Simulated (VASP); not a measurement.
# TiB2 (P6/mmm) in VASP: a series of runs

Runs on TiB2. Level: PBE. Tasks: single point, relaxation of cell and atoms.

Program: VASP 6.6.1. These are calculated values, not measurements. Logs are shortened: lines on timing, memory, paths and dates and some standing lists are left out, and cuts for length are marked.

## Step 1: The cell of the first run

The structure is hexagonal, space group P6/mmm (No. 191). Conventional cell: a = 3.032 Å, b = 3.032 Å, c = 3.224 Å, α = 90.00°, β = 90.00°, γ = 120.00°. Within 3.3 Å of Ti (site symmetry 6/mmm) lie 12 B at 2.38 Å and 8 Ti at 3.03 to 3.22 Å. Within 2.4 Å of B (site symmetry -6m2) lie 3 B at 1.75 Å and 6 Ti at 2.38 Å.

## Step 2: Single point, PBE

Contents of INCAR:

```
SYSTEM = TiB2
ALGO = Normal
EDIFF = 1E-7
ENCUT = 520
GGA = PE
ISIF = 2
ISMEAR = 0
LASPH = .True.
LCHARG = .False.
LREAL = .False.
LWAVE = .False.
NBANDS = 16
NELM = 80
PREC = Accurate
SIGMA = 0.1
```

Contents of KPOINTS:

```
k-points
0
Gamma
  15 15 12
  0 0 0
```

Contents of POSCAR:

```
TiB2
1.0
    3.0319675219      0.0000000029      0.0000000000
   -1.5159837635      2.6257608960      0.0000000000
    0.0000000000      0.0000000000      3.2239021982
Ti B
1 2
Direct
    0.0000000000      0.0000000000      0.0000000000
    0.3333333333      0.6666666667      0.5000000000
    0.6666666667      0.3333333333      0.5000000000
```

Potentials or basis: VASP PAW PBE potentials, release 64 (Ti_sv, B).

Run with:

```sh
$ cat potpaw_PBE.64/Ti_sv/POTCAR potpaw_PBE.64/B/POTCAR > POTCAR
$ mpirun -np 1 vasp_std > vasp.out
```

OUTCAR:

```text
SYSTEM = TiB2
   EDIFF = 1E-7
   ENCUT = 520
   GGA = PE
   ISIF = 2
   ISMEAR = 0
   LASPH = .True.
   LREAL = .False.
   NELM = 80
   PREC = Accurate

 ion  position               nearest neighbor table
   1  0.000  0.000  0.000-   2 2.38   3 2.38   2 2.38   3 2.38   3 2.38   3 2.38   2 2.38   2 2.38
                             3 2.38   3 2.38   2 2.38   2 2.38
   2  0.333  0.667  0.500-   3 1.75   3 1.75   3 1.75   1 2.38   1 2.38   1 2.38   1 2.38   1 2.38
                             1 2.38
   3  0.667  0.333  0.500-   2 1.75   2 1.75   2 1.75   1 2.38   1 2.38   1 2.38   1 2.38   1 2.38
                             1 2.38

  LATTYP: Found a hexagonal cell.
 ALAT       =     3.0319675219
 C/A-ratio  =     1.0633036716

  Lattice vectors:

 A1 = (   3.0319675219,   0.0000000029,   0.0000000000)
 A2 = (  -1.5159837635,   2.6257608960,   0.0000000000)
 A3 = (   0.0000000000,   0.0000000000,   3.2239021982)

Analysis of symmetry for initial positions (statically):
=====================================================================
 Subroutine PRICEL returns:
 Original cell was already a primitive cell.

 Routine SETGRP: Setting up the symmetry group for a
 hexagonal supercell.

 Subroutine GETGRP returns: Found 24 space group operations
 (whereof 24 operations were pure point group operations)
 out of a pool of 24 trial point group operations.

The static configuration has the point symmetry D_6h.

Analysis of symmetry for dynamics (positions and initial velocities):
=====================================================================
 Subroutine PRICEL returns:
 Original cell was already a primitive cell.

 Routine SETGRP: Setting up the symmetry group for a
 hexagonal supercell.

 Subroutine GETGRP returns: Found 24 space group operations
 (whereof 24 operations were pure point group operations)
 out of a pool of 24 trial point group operations.

The dynamic configuration has the point symmetry D_6h.

 Subroutine INISYM returns: Found 24 space group operations
 (whereof 24 operations are pure point group operations),
 and found     1 'primitive' translations

----------------------------------------------------------------------------------------

                                     Primitive cell

  volume of cell :      25.6662

  direct lattice vectors                    reciprocal lattice vectors
     3.031967522  0.000000003  0.000000000     0.329818836  0.190420994  0.000000000
    -1.515983763  2.625760896  0.000000000    -0.000000000  0.380841988  0.000000000
     0.000000000  0.000000000  3.223902198     0.000000000  0.000000000  0.310183107

  length of vectors
     3.031967522  3.031967522  3.223902198     0.380841988  0.380841988  0.310183107

  position of ions in fractional coordinates (direct lattice)
     0.000000000  0.000000000  0.000000000
     0.333333333  0.666666667  0.500000000
     0.666666667  0.333333333  0.500000000

  ion indices of the primitive-cell ions
   primitive index   ion index
                 1           1
                 2           2
                 3           3

----------------------------------------------------------------------------------------

 KPOINTS: k-points

Automatic generation of k-mesh.
 Grid dimensions read from file:
 generate k-points for:   15   15   12

 Generating k-lattice:

  Cartesian coordinates                     Fractional coordinates (reciprocal lattice)
     0.021987922  0.012694733  0.000000000     0.066666667  0.000000000  0.000000000
    -0.000000000  0.025389466  0.000000000     0.000000000  0.066666667  0.000000000
     0.000000000  0.000000000  0.025848592     0.000000000  0.000000000  0.083333333

  Length of vectors
     0.025389466  0.025389466  0.025848592

  Shift w.r.t. Gamma in fractional coordinates (k-lattice)
     0.000000000  0.000000000  0.000000000

 Subroutine IBZKPT returns following result:
 ===========================================

 Found    189 irreducible k-points:

 Following reciprocal coordinates:
            Coordinates               Weight
  0.000000  0.000000  0.000000      1.000000
  0.066667  0.000000  0.000000      6.000000
  0.133333  0.000000  0.000000      6.000000
  0.200000  0.000000  0.000000      6.000000
  0.266667  0.000000  0.000000      6.000000
  0.333333  0.000000  0.000000      6.000000
[... 16 lines left out ...]
  0.333333  0.200000  0.000000     12.000000
  0.400000  0.200000  0.000000      6.000000
 [... further k-points ...]
   k-points           NKPTS =    189   k-points in BZ     NKDIM =    189   number of bands    NBANDS=     16
   number of dos      NEDOS =    301   number of ions     NIONS =      3
   total plane-waves  NPLWV =  13824
   dimension x,y,z NGX =    24 NGY =   24 NGZ =   24
   dimension x,y,z NGXF=    48 NGYF=   48 NGZF=   48
   ions per type =               1   2
   NGX,Y,Z   is equivalent  to a cutoff of  13.16, 13.16, 12.38 a.u.
   NGXF,Y,Z  is equivalent  to a cutoff of  26.32, 26.32, 24.75 a.u.
[... 64 lines left out ...]
 Fermi energy:        10.0232314930

 k-point     1 :       0.0000    0.0000    0.0000
  band No.  band energies     occupation
      1     -46.9607      2.00000
      2     -23.3121      2.00000
      3     -22.9990      2.00000
      4     -22.9990      2.00000
      5      -3.5080      2.00000
      6       7.3794      2.00000
[... 8 lines left out ...]
     15      15.7416      0.00000
     16      16.8742      0.00000

 k-point     2 :       0.0667    0.0000    0.0000
  band No.  band energies     occupation
      1     -46.9584      2.00000
      2     -23.3091      2.00000
      3     -23.0168      2.00000
      4     -23.0030      2.00000
      5      -3.4224      2.00000
      6       7.1299      2.00000
[... 8 lines left out ...]
     15      16.2870      0.00000
     16      17.1442      0.00000

 k-point     3 :       0.1333    0.0000    0.0000
  band No.  band energies     occupation
      1     -46.9518      2.00000
      2     -23.3008      2.00000
      3     -23.0670      2.00000
      4     -23.0144      2.00000
      5      -3.1688      2.00000
      6       6.4548      2.00000
[... 8 lines left out ...]
     15      17.4662      0.00000
     16      17.9630      0.00000

 k-point     4 :       0.2000    0.0000    0.0000
  band No.  band energies     occupation
      1     -46.9422      2.00000
      2     -23.2885      2.00000
      3     -23.1402      2.00000
      4     -23.0312      2.00000
      5      -2.7561      2.00000
      6       5.5168      2.00000
[... 8 lines left out ...]
     15      17.8296      0.00000
     16      18.9340      0.00000

 k-point     5 :       0.2667    0.0000    0.0000
  band No.  band energies     occupation
      1     -46.9310      2.00000
      2     -23.2743      2.00000
      3     -23.2233      2.00000
      4     -23.0504      2.00000
      5      -2.1972      2.00000
      6       4.4524      2.00000
[... 8 lines left out ...]
     15      17.2425      0.00000
     16      19.1669      0.00000

 k-point     6 :       0.3333    0.0000    0.0000
  band No.  band energies     occupation
      1     -46.9204      2.00000
      2     -23.3018      2.00000
      3     -23.2608      2.00000
      4     -23.0686      2.00000
      5      -1.5072      2.00000
      6       3.3464      2.00000
[... 8 lines left out ...]
     15      17.3510      0.00000
     16      18.9191      0.00000
[... 267 lines left out ...]
 k-point    21 :       0.2000    0.2000    0.0000
  band No.  band energies     occupation
      1     -46.9178      2.00000
      2     -23.2842      2.00000
      3     -23.2575      2.00000
      4     -23.1107      2.00000
      5      -1.3512      2.00000
      6       3.8002      2.00000
[... 8 lines left out ...]
     15      18.4563      0.00000
     16      19.5935      0.00000

 k-point    22 :       0.2667    0.2000    0.0000
  band No.  band energies     occupation
      1     -46.9099      2.00000
      2     -23.3210      2.00000
      3     -23.2475      2.00000
      4     -23.1452      2.00000
      5      -0.6184      2.00000
      6       3.0235      2.00000
[... 8 lines left out ...]
     15      18.5894      0.00000
     16      19.8267      0.00000

 k-point    23 :       0.3333    0.2000    0.0000
  band No.  band energies     occupation
      1     -46.9046      2.00000
      2     -23.3439      2.00000
      3     -23.2407      2.00000
      4     -23.1705      2.00000
      5       0.2184      2.00000
      6       2.0995      2.00000
[... 8 lines left out ...]
     15      18.7136      0.00000
     16      19.8847      0.00000

 k-point    24 :       0.4000    0.2000    0.0000
  band No.  band energies     occupation
      1     -46.9027      2.00000
      2     -23.3517      2.00000
      3     -23.2383      2.00000
      4     -23.1798      2.00000
      5       1.0794      2.00000
      6       1.1971      2.00000
[... 8 lines left out ...]
     15      18.7822      0.00000
     16      19.8993      0.00000

 [... further k-points ...]

------------------------ aborting loop because EDIFF is reached ----------------------------------------

  FORCE on cell =-STRESS in cart. coord.  units (eV):
  Direction    XX          YY          ZZ          XY          YZ          ZX
  --------------------------------------------------------------------------------------
  -------------------------------------------------------------------------------------
  Total        0.0338413      0.0338413      0.0342854     -0.0000000     -0.0000000      0.0000000
  in kB        2.1124954      2.1124954      2.1402177     -0.0000000     -0.0000000      0.0000000
  external PRESSURE =       2.1217361 kB  Pullay stress =       0.0000000 kB

 VOLUME and BASIS-vectors are now :
 -----------------------------------------------------------------------------
  energy-cutoff  :      520.00
  volume of cell :       25.67
      direct lattice vectors                 reciprocal lattice vectors
     3.031967522  0.000000003  0.000000000     0.329818836  0.190420994  0.000000000
    -1.515983763  2.625760896  0.000000000    -0.000000000  0.380841988  0.000000000
     0.000000000  0.000000000  3.223902198     0.000000000  0.000000000  0.310183107

 POSITION                                       TOTAL-FORCE (eV/Angst)
 -----------------------------------------------------------------------------------
      0.00000      0.00000      0.00000        -0.000000      0.000000      0.000000
     -0.00000      1.75051      1.61195         0.000000     -0.000000     -0.000000
      1.51598      0.87525      1.61195        -0.000000      0.000000      0.000000
 -----------------------------------------------------------------------------------
    total drift:                               -0.000000      0.000000      0.000000

  FREE ENERGIE OF THE ION-ELECTRON SYSTEM (eV)
  ---------------------------------------------------
  free  energy   TOTEN  =       -24.4298122535 eV

  energy  without entropy=      -24.4277842275  energy(sigma->0) =      -24.42879824
```

It took 59 s on 1 thread of AMD EPYC 7R43 (Zen 3), shared host; peak memory 0.16 GiB.

What came out:

* Free energy: -24.4298 eV
* Pressure: 0.2 GPa
* Band gap on the k mesh: zero (bands 9 and 10 overlap by 0.59 eV)

## Step 3: Single point, PBE

Contents of INCAR:

```
SYSTEM = TiB2
PREC = Accurate
ENCUT = 520
EDIFF = 1E-6
ISMEAR = -1
SIGMA = 0.15
LREAL = .False.
LASPH = .True.
NELM = 100
ALGO = Normal
ISIF = 2
LWAVE = .False.
LCHARG = .True.
GGA = PE
LELF = .True.
LVHAR = .True.
NBANDS = 16
```

Contents of KPOINTS:

```
regular mesh
0
Gamma
  15 15 12
  0 0 0
```

Contents of POSCAR:

```
TiB2
1.0
    3.0326555016      0.0000000029      0.0000000000
   -1.5163277533      2.6263567038      0.0000000000
    0.0000000000      0.0000000000      3.2239777347
Ti B
1 2
Direct
    0.0000000000      0.0000000000      0.0000000000
    0.3333333333      0.6666666667      0.5000000000
    0.6666666667      0.3333333333      0.5000000000
```

Potentials or basis: VASP PAW PBE potentials, release 64 (Ti_sv, B).

Run with:

```sh
$ cat potpaw_PBE.64/Ti_sv/POTCAR potpaw_PBE.64/B/POTCAR > POTCAR
$ mpirun -np 1 vasp_std > vasp.out
```

Run time: 53 s. Hardware: 1 thread of AMD EPYC 7R43 (Zen 3), shared host; peak memory 0.16 GiB.

The run converged. Its results:

```
Free energy            : -24.4437 eV
Pressure               : 0.2 GPa
Band gap on the k mesh : zero (bands 9 and 10 overlap by 0.60 eV)
```

Levels at points of the mesh, in eV from the Fermi level:
```
           k point  band 5  band 6  band 7  band 8  band 9  band 10  band 11  band 12  band 13  band 14
(0.00, 0.00, 0.00)  -13.49   -2.61   -2.61   -2.29   -2.10     1.90     1.90     3.67     3.67     5.75
(0.00, 0.00, 0.50)  -11.57   -7.60   -0.56   -0.56   -0.19    -0.19     0.45     0.45     1.67     6.53
```

## Step 4: Relaxation of cell and atoms, PBE

This run uses another cell than the first one, of 8.53 Å³/atom.

Contents of INCAR:

```
SYSTEM = TiB2
PREC     = Accurate       ! precision mode
ENCUT    = 600            ! plane-wave cutoff, eV
EDIFF    = 1E-6           ! SCF threshold, eV
ISMEAR   = 0              ! smearing method
SIGMA    = 0.1            ! smearing width, eV
LREAL    = .FALSE.        ! projectors in reciprocal space
LASPH    = .TRUE.         ! aspherical terms in the spheres
NELM     = 100            ! most SCF steps
ALGO     = Normal         ! electronic algorithm
ISIF     = 3              ! what is computed and relaxed
LWAVE    = .FALSE.        ! write WAVECAR
LCHARG   = .FALSE.        ! write CHGCAR
GGA      = PE             ! functional
IBRION   = 2              ! ionic algorithm
NSW      = 100            ! ionic steps
EDIFFG   = -0.002         ! ionic threshold
```

Contents of KPOINTS:

```
regular mesh
0
G
  15 15 12
  0 0 0
```

Contents of POSCAR:

```
TiB2
1.0
    3.0259273100      0.0000000000      0.0000000000
   -1.5129636600      2.6205299200      0.0000000000
    0.0000000000      0.0000000000      3.2287677100
Ti B
1 2
Direct
    0.0000000000      0.0000000000      0.0000000000
    0.3333333300      0.6666666700      0.5000000000
    0.6666666700      0.3333333300      0.5000000000
```

Run with:

```sh
$ cat potpaw_PBE.64/Ti_sv/POTCAR potpaw_PBE.64/B/POTCAR > POTCAR
$ mpirun -np 1 vasp_std > vasp.out
```

Wall time 2.4 min (1 thread of AMD EPYC 7R43 (Zen 3), shared host); peak memory 0.18 GiB.

It converged, with:

| Property | Result |
| --- | --- |
| Free energy | -24.4317 eV |
| Relaxed volume | 8.56 Å³/atom |
| Relaxed cell | a = 3.032 Å, b = 3.032 Å, c = 3.225 Å, α = 90.00°, β = 90.00°, γ = 120.00° |
| Space group after relaxing (to 0.1 Å) | P6/mmm (No. 191) |
| Energy gained by relaxing | 0.2 meV/atom |
| Ionic steps | 6 |
| Pressure after relaxing | 0.0 GPa |
| Band gap on the k mesh | zero (bands 9 and 10 overlap by 0.59 eV) |

The path:
| step | energy change (eV) | largest force (eV/Å) | pressure (GPa) | volume (Å³) |
| --- | --- | --- | --- | --- |
| 1 | 0.0000 | 0.0000 | 0.95 | 25.60 |
| 2 | -0.0001 | 0.0000 | -1.10 | 25.79 |
| 3 | -0.0005 | 0.0000 | -0.23 | 25.70 |
| 4 | -0.0005 | 0.0000 | -0.14 | 25.70 |
| 5 | -0.0005 | 0.0000 | -0.12 | 25.70 |
| 6 | -0.0005 | 0.0000 | 0.01 | 25.68 |

Final structure:
```
CELL_PARAMETERS angstrom
3.03238 0.00000 0.00000
-1.51619 2.62612 0.00000
0.00000 0.00000 3.22501
ATOMIC_POSITIONS crystal
Ti 0.00000 0.00000 0.00000
B 0.33333 0.66667 0.50000
B 0.66667 0.33333 0.50000
```

Levels at points of the mesh, in eV from the Fermi level:
```tsv
k point	band 5	band 6	band 7	band 8	band 9	band 10	band 11	band 12	band 13
(0.00, 0.00, 0.00)	-13.53	-2.64	-2.64	-2.33	-2.13	1.86	1.86	3.63	3.63
(0.00, 0.00, 0.50)	-11.60	-7.63	-0.59	-0.59	-0.22	-0.22	0.41	0.41	1.63
```

## Step 5: Relaxation of cell and atoms, PBE

Contents of INCAR:

```
SYSTEM = TiB2
PREC = Accurate
ENCUT = 600
EDIFF = 1E-6
ISMEAR = -1
SIGMA = 0.15
LREAL = .False.
LASPH = .True.
NELM = 80
ALGO = Normal
ISIF = 3
LWAVE = .False.
LCHARG = .False.
GGA = PE
IBRION = 2
NSW = 80
EDIFFG = -0.001
```

Contents of KPOINTS:

```
regular mesh
0
Gamma
  15 15 12
  0 0 0
```

Contents of POSCAR:

```
TiB2
1.0
    3.0319675219      0.0000000029      0.0000000000
   -1.5159837635      2.6257608960      0.0000000000
    0.0000000000      0.0000000000      3.2239021982
Ti B
1 2
Direct
    0.0000000000      0.0000000000      0.0000000000
    0.3333333333      0.6666666667      0.5000000000
    0.6666666667      0.3333333333      0.5000000000
```

Run with:

```sh
$ cat potpaw_PBE.64/Ti_sv/POTCAR potpaw_PBE.64/B/POTCAR > POTCAR
$ mpirun -np 1 vasp_std > vasp.out
```

Wall time 1.8 min (1 thread of AMD EPYC 7R43 (Zen 3), shared host); peak memory 0.18 GiB.

The run converged. Its results:

* Free energy: -24.4456 eV
* Relaxed volume: 8.56 Å³/atom
* Relaxed cell: a = 3.033 Å, b = 3.033 Å, c = 3.225 Å, α = 90.00°, β = 90.00°, γ = 120.00°
* Space group after relaxing (to 0.1 Å): P6/mmm (No. 191)
* Energy gained by relaxing: 0.0 meV/atom
* Ionic steps: 4
* Pressure after relaxing: 0.0 GPa
* Band gap on the k mesh: zero (bands 9 and 10 overlap by 0.60 eV)

Final structure:
```
Ti B
1.0
     3.03312    0.00000    0.00000
    -1.51656    2.62675    0.00000
     0.00000    0.00000    3.22472
Ti B
1 2
Direct
  0.00000 0.00000 0.00000
  0.33333 0.66667 0.50000
  0.66667 0.33333 0.50000
```

Levels at points of the mesh, in eV from the Fermi level:
```
           k point  band 6  band 7  band 8  band 9  band 10  band 11  band 12  band 13
(0.00, 0.00, 0.00)   -2.61   -2.61   -2.29   -2.10     1.90     1.90     3.67     3.67
(0.00, 0.00, 0.50)   -7.59   -0.56   -0.56   -0.18    -0.18     0.45     0.45     1.67
```

## Step 6: The runs side by side

| task | cell | cutoff (eV) | smearing | gap on the mesh (eV) | pressure (GPa) | relaxed volume (Å³/atom) |
| --- | --- | --- | --- | --- | --- | --- |
| single point | a = 3.032, b = 3.032, c = 3.224 Å, angles 90.0, 90.0, 120.0°, 3 atoms | 520 | gaussian 0.1 eV | none | 0.2 | - |
| single point | a = 3.033, b = 3.033, c = 3.224 Å, angles 90.0, 90.0, 120.0°, 3 atoms | 520 | fermi-dirac 0.15 eV | none | 0.2 | - |
| relaxation of cell and atoms | relaxed from a = 3.026, b = 3.026, c = 3.229 Å, angles 90.0, 90.0, 120.0°, 3 atoms | 600 | gaussian 0.1 eV | none | 0.0 | 8.56 |
| relaxation of cell and atoms | relaxed from a = 3.032, b = 3.032, c = 3.224 Å, angles 90.0, 90.0, 120.0°, 3 atoms | 600 | fermi-dirac 0.15 eV | none | 0.0 | 8.56 |

Alike in all rows: level PBE; potentials or basis VASP PAW PBE potentials, release 64 (Ti_sv, B); no spin polarisation; k mesh 15 × 15 × 12.

Total energies depend on the potentials used, so only differences within one code and one set of settings carry meaning.
